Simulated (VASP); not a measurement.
# Hf in VASP: notebook, part 3 of 3

VASP 6.6.1. The steps go on from the part before.

## (6) Single point, PBE

Input file INCAR:

```
PREC     = Accurate       # precision mode
ENCUT    = 520            # plane-wave cutoff, eV
EDIFF    = 1E-7           # SCF threshold, eV
ISMEAR   = -1             # smearing method
SIGMA    = 0.05           # smearing width, eV
LREAL    = F              # projectors in reciprocal space
LASPH    = T              # aspherical terms in the spheres
NELM     = 80             # most SCF steps
ALGO     = Fast           # electronic algorithm
ISIF     = 2              # what is computed and relaxed
LWAVE    = F              # write WAVECAR
LCHARG   = T              # write CHGCAR
GGA      = PE             # functional
LELF     = T              # ELF
LVHAR    = T            
NBANDS   = 17             # bands
```

Input file KPOINTS:

```
Automatic mesh
0
Gamma
  10 10 5
```

Input file POSCAR:

```
Hf
1.0
    3.1967000000      0.0639340000      0.0000000000
   -1.5429815318      2.7364564083      0.0000000000
    0.0000000000      0.0000000000      5.0578000000
Hf
2
Direct
    0.6666666667      0.3333333333      0.7500000000
    0.3333333333      0.6666666667      0.2500000000
```

Potentials or basis: VASP PAW PBE potentials, release 64 (Hf_pv).

Started as:

```sh
cat potpaw_PBE.64/Hf_pv/POTCAR > POTCAR
mpirun -np 1 vasp_std > vasp.out
```

OUTCAR:

```text
PREC = Accurate
   ENCUT = 520
   EDIFF = 1E-7
   ISMEAR = -1
   LREAL = F
   LASPH = T
   NELM = 80
   ISIF = 2
   GGA = PE

 ion  position               nearest neighbor table
   1  0.667  0.333  0.750-   2 3.11   2 3.11   2 3.13   2 3.13   2 3.15   2 3.15
   2  0.333  0.667  0.250-   1 3.11   1 3.11   1 3.13   1 3.13   1 3.15   1 3.15

  Warning from LATTYP: Monoclinic adjustment (A1->A3, A2->A1, A3->A2)!
  LATTYP: Found a simple monoclinic cell.
 ALAT       =     3.1414941798
 B/A-ratio  =     1.6099982080
 C/A-ratio  =     1.0177766034
 COS(beta)  =    -0.4736455830

  Lattice vectors:

 A1 = (  -1.5429815318,   2.7364564083,   0.0000000000)
 A2 = (   0.0000000000,   0.0000000000,   5.0578000000)
 A3 = (   3.1967000000,   0.0639340000,   0.0000000000)

Analysis of symmetry for initial positions (statically):
=====================================================================
 Subroutine PRICEL returns:
 Original cell was already a primitive cell.

 Routine SETGRP: Setting up the symmetry group for a
 simple monoclinic supercell.

 Subroutine GETGRP returns: Found  4 space group operations
 (whereof  2 operations were pure point group operations)
 out of a pool of  4 trial point group operations.

The static configuration has the point symmetry S_2 .
 The point group associated with its full space group is C_2h.

Analysis of symmetry for dynamics (positions and initial velocities):
=====================================================================
 Subroutine PRICEL returns:
 Original cell was already a primitive cell.

 Routine SETGRP: Setting up the symmetry group for a
 simple monoclinic supercell.

 Subroutine GETGRP returns: Found  4 space group operations
 (whereof  2 operations were pure point group operations)
 out of a pool of  4 trial point group operations.

The dynamic configuration has the point symmetry S_2 .
 The point group associated with its full space group is C_2h.

 Subroutine INISYM returns: Found  4 space group operations
 (whereof  2 operations are pure point group operations),
 and found     1 'primitive' translations

----------------------------------------------------------------------------------------

                                     Primitive cell

  volume of cell :      44.7427

  direct lattice vectors                    reciprocal lattice vectors
     3.196700000  0.063934000  0.000000000     0.309334168  0.174421528  0.000000000
    -1.542981532  2.736456408  0.000000000    -0.007227219  0.361360967  0.000000000
     0.000000000  0.000000000  5.057800000     0.000000000  0.000000000  0.197714421

  length of vectors
     3.197339276  3.141494180  5.057800000     0.355120398  0.361433232  0.197714421

  position of ions in fractional coordinates (direct lattice)
     0.666666667  0.333333333  0.750000000
     0.333333333  0.666666667  0.250000000

  ion indices of the primitive-cell ions
   primitive index   ion index
                 1           1
                 2           2

----------------------------------------------------------------------------------------

 KPOINTS: Automatic mesh

Automatic generation of k-mesh.
 Grid dimensions read from file:
 generate k-points for:   10   10    5

 Generating k-lattice:

  Cartesian coordinates                     Fractional coordinates (reciprocal lattice)
     0.030933417  0.017442153  0.000000000     0.100000000 -0.000000000  0.000000000
    -0.000722722  0.036136097  0.000000000    -0.000000000  0.100000000  0.000000000
     0.000000000  0.000000000  0.039542884     0.000000000  0.000000000  0.200000000

  Length of vectors
     0.035512040  0.036143323  0.039542884

  Shift w.r.t. Gamma in fractional coordinates (k-lattice)
     0.000000000  0.000000000  0.000000000

 Subroutine IBZKPT returns following result:
 ===========================================

 Found    156 irreducible k-points:

 Following reciprocal coordinates:
            Coordinates               Weight
  0.000000  0.000000  0.000000      1.000000
  0.100000 -0.000000  0.000000      2.000000
  0.200000 -0.000000  0.000000      2.000000
  0.300000 -0.000000  0.000000      2.000000
  0.400000 -0.000000  0.000000      2.000000
  0.500000 -0.000000  0.000000      1.000000
[... 16 lines left out ...]
 -0.400000  0.200000  0.000000      2.000000
 -0.300000  0.200000  0.000000      2.000000
 [... further k-points ...]
   k-points           NKPTS =    156   k-points in BZ     NKDIM =    156   number of bands    NBANDS=     17
   number of dos      NEDOS =    301   number of ions     NIONS =      2
   total plane-waves  NPLWV =  23040
   dimension x,y,z NGX =    24 NGY =   24 NGZ =   40
   dimension x,y,z NGXF=    48 NGYF=   48 NGZF=   80
   ions per type =               2
   NGX,Y,Z   is equivalent  to a cutoff of  12.48, 12.70, 13.15 a.u.
   NGXF,Y,Z  is equivalent  to a cutoff of  24.96, 25.40, 26.30 a.u.
 SYSTEM =  unknown system
   PREC   = accura    normal or accurate (medium, high low for compatibility)
   ISTART =      0    job   : 0-new  1-cont  2-samecut
   ICHARG =      2    charge: 1-file 2-atom 10-const
   ISPIN  =      1    spin polarized calculation?
   LNONCOLLINEAR =      F non collinear calculations
   LSORBIT =      F    spin-orbit coupling
   LASPH  =      T    aspherical Exc in radial PAW
   ENCUT  =  520.0 eV  38.22 Ry    6.18 a.u.   5.94  5.84  9.40*2*pi/ulx,y,z
   NELM   =     80;   NELMIN=  2; NELMDL= -5     # of ELM steps
   EDIFF  = 0.1E-06   stopping-criterion for ELM
   LREAL  =      F    real-space projection
   EDIFFG = 0.1E-05   stopping-criterion for IOM
   NSW    =      0    number of steps for IOM
   IBRION =     -1    ionic relax: 0-MD 1-quasi-New 2-CG
   NFREE  =      0    steps in history (QN), initial steepest desc. (CG)
   ISIF   =      2    stress and relaxation
   ISYM   =      2    0-nonsym 1-usesym 2-fastsym
   POTIM  = 0.5000    time-step for ionic-motion
   TEBEG  =    0.0;   TEEND  =   0.0 temperature during run
   PSTRESS=    0.0 pullay stress
   NELECT =      20.0000    total number of electrons
   NUPDOWN=      -1.0000    fix difference up-down
   EMIN   =  10.00;   EMAX   =-10.00  energy-range for DOS
   EFERMI =   0.00;   METHOD = LEGACY
   ISMEAR =    -1;   SIGMA  =   0.05  broadening in eV -4-tet -1-fermi 0-gaus
   EFERMI_NEDOS =   21; number of points for ismear=-14 and -15
   IALGO  =     68    algorithm
   IMIX   =      4    mixing-type and parameters
     AMIX     =   0.40;   BMIX     =  1.00
     AMIX_MAG =   1.60;   BMIX_MAG =  1.00
  volume/ion in A,a.u.               =      22.37       150.97
  Fermi-wavevector in a.u.,A,eV,Ry     =   1.251730  2.365427 21.317996  1.566829
  Thomas-Fermi vector in A             =   2.385664
   LORBIT       =      0    0 simple, 1 ext, 2 COOP (PROOUT), +10 PAW based schemes
   GGA     = PE    functional components
   LHFCALC =     F    Hartree Fock is set to
   AEXX    =    0.0000 exact exchange contribution
   IVDW    =     0    specifies the selected vdW correction
   LEPSILON=     F    determine dielectric tensor
   LRPA    =     F    only Hartree local field effects (RPA)
 non-spin polarized calculation
 RMM-DIIS sequential band-by-band and
  energy-cutoff  :      520.00
  volume of cell :       44.74
 maximum number of plane-waves:      1220
   NGX = 11   NGY = 11   NGZ = 19

 number of electron      20.0000000 magnetization

 Free energy of the ion-electron system (eV)
  ---------------------------------------------------
  ext. energy  EPLUGINS =         0.00000000
  ---------------------------------------------------
  free energy    TOTEN  =       -19.84016542 eV

  energy without entropy =      -19.82847001  energy(sigma->0) =      -19.83431772

 E-fermi :   4.9060     XC(G=0): -11.2825

 val. band max:        4.8926189183   @ k =   0.4000   0.3000   0.4000
 cond. band min:       4.9292194751   @ k =   0.3000   0.4000   0.4000
 fundamental gap:      0.0366005567
 Fermi energy:         4.9059674138

 k-point     1 :       0.0000    0.0000    0.0000
  band No.  band energies     occupation
      1     -26.1559      2.00000
      2     -25.4302      2.00000
      3     -25.3879      2.00000
      4     -25.3035      2.00000
      5     -25.2890      2.00000
      6     -25.2594      2.00000
[... 9 lines left out ...]
     16       7.6661      0.00000
     17      10.1460      0.00000
[... 441 lines left out ...]
 k-point    24 :      -0.3000    0.2000    0.0000
  band No.  band energies     occupation
      1     -25.9887      2.00000
      2     -25.6904      2.00000
      3     -25.6288      2.00000
      4     -25.4996      2.00000
      5     -25.3727      2.00000
      6     -25.3671      2.00000
[... 9 lines left out ...]
     16       8.8782      0.00000
     17      10.9036      0.00000

 [... further k-points ...]
[... 5 lines left out ...]
  --------------------------------------------------------------------------------------
  -------------------------------------------------------------------------------------
  Total        0.1292262      0.1499366     -0.0158585     -0.7408363      0.0000000      0.0000000
  in kB        4.6274191      5.3690310     -0.5678724    -26.5283698      0.0000000      0.0000000
  external PRESSURE =       3.1428592 kB  Pullay stress =       0.0000000 kB

 VOLUME and BASIS-vectors are now :
 -----------------------------------------------------------------------------
  energy-cutoff  :      520.00
  volume of cell :       44.74
      direct lattice vectors                 reciprocal lattice vectors
     3.196700000  0.063934000  0.000000000     0.309334168  0.174421528  0.000000000
    -1.542981532  2.736456408  0.000000000    -0.007227219  0.361360967  0.000000000
     0.000000000  0.000000000  5.057800000     0.000000000  0.000000000  0.197714421

 POSITION                                       TOTAL-FORCE (eV/Angst)
 -----------------------------------------------------------------------------------
      1.61681      0.95477      3.79335         0.100334     -0.001988     -0.000000
      0.03691      1.84562      1.26445        -0.100334      0.001988      0.000000
 -----------------------------------------------------------------------------------
    total drift:                                0.000000      0.000000     -0.000000

  FREE ENERGIE OF THE ION-ELECTRON SYSTEM (eV)
  ---------------------------------------------------
  free  energy   TOTEN  =       -19.8401654246 eV

  energy  without entropy=      -19.8284700147  energy(sigma->0) =      -19.83431772
```

Wall time 84 s (1 thread of Intel Xeon 6975P-C, shared host); peak memory 0.23 GiB.

Results:

| Item | Value |
| --- | --- |
| Free energy | -19.8402 eV |
| Pressure | 0.3 GPa |
| Largest force | 0.100 eV/Å |
| Band gap on the k mesh | zero (band 10 reaches 5.74 eV, above the bottom of band 11 at 4.54 eV) |

Forces in eV/Å, atoms in the order of the input:
```
Hf   0.100 -0.002  0.000
Hf  -0.100  0.002  0.000
```

Stress tensor (GPa, compression positive):
```
 0.46 -2.65  0.00
-2.65  0.54  0.00
 0.00  0.00 -0.06
```

Levels at points of the mesh, in eV from the Fermi level:
| k point | band 6 | band 7 | band 8 | band 9 | band 10 | band 11 | band 12 | band 13 | band 14 | band 15 |
| --- | --- | --- | --- | --- | --- | --- | --- | --- | --- | --- |
| (0.00, 0.00, 0.00) | -30.17 | -7.37 | -3.70 | 0.65 | 0.83 | 1.46 | 1.57 | 1.69 | 2.36 | 2.55 |
| (0.50, 0.00, 0.00) | -30.24 | -3.42 | -2.74 | -2.21 | -0.92 | 0.80 | 1.09 | 1.51 | 5.80 | 6.31 |
| (0.00, 0.50, 0.00) | -30.28 | -3.33 | -2.72 | -2.22 | -0.78 | 0.68 | 1.01 | 1.70 | 5.78 | 6.29 |
| (0.50, 0.50, 0.00) | -30.31 | -3.27 | -2.73 | -2.22 | -0.65 | 0.54 | 0.96 | 1.88 | 5.97 | 6.40 |

Caveat: spin-orbit coupling is left out, which moves the levels of the heavy elements.

## (7) The runs side by side

```csv
cell,smearing,gap on the mesh (eV),pressure (GPa),largest force (eV/Å)
"a = 3.197, b = 3.197, c = 5.058 Å, angles 90.0, 90.0, 120.0°, 2 atoms",gaussian 0.016 eV,none,0.2,-
"a = 3.206, b = 3.206, c = 5.059 Å, angles 90.0, 90.0, 120.0°, 2 atoms",fermi-dirac 0.05 eV,none,-0.5,-
"a = 3.197, b = 3.183, c = 5.058 Å, angles 90.0, 90.0, 119.6°, 2 atoms",fermi-dirac 0.05 eV,none,0.2,0.02
"a = 3.197, b = 3.169, c = 5.058 Å, angles 90.0, 90.0, 119.1°, 2 atoms",fermi-dirac 0.05 eV,none,0.2,0.05
"a = 3.197, b = 3.141, c = 5.058 Å, angles 90.0, 90.0, 118.3°, 2 atoms",fermi-dirac 0.05 eV,none,0.3,0.10
```

Alike in all rows: task single point; level PBE; potentials or basis VASP PAW PBE potentials, release 64 (Hf_pv); no spin polarisation; k mesh 10 × 10 × 5; cutoff (eV) 520.

Caveats: spin-orbit coupling is left out, which moves the levels of the heavy elements.

Total energies depend on the potentials used, so only differences within one code and one set of settings carry meaning.
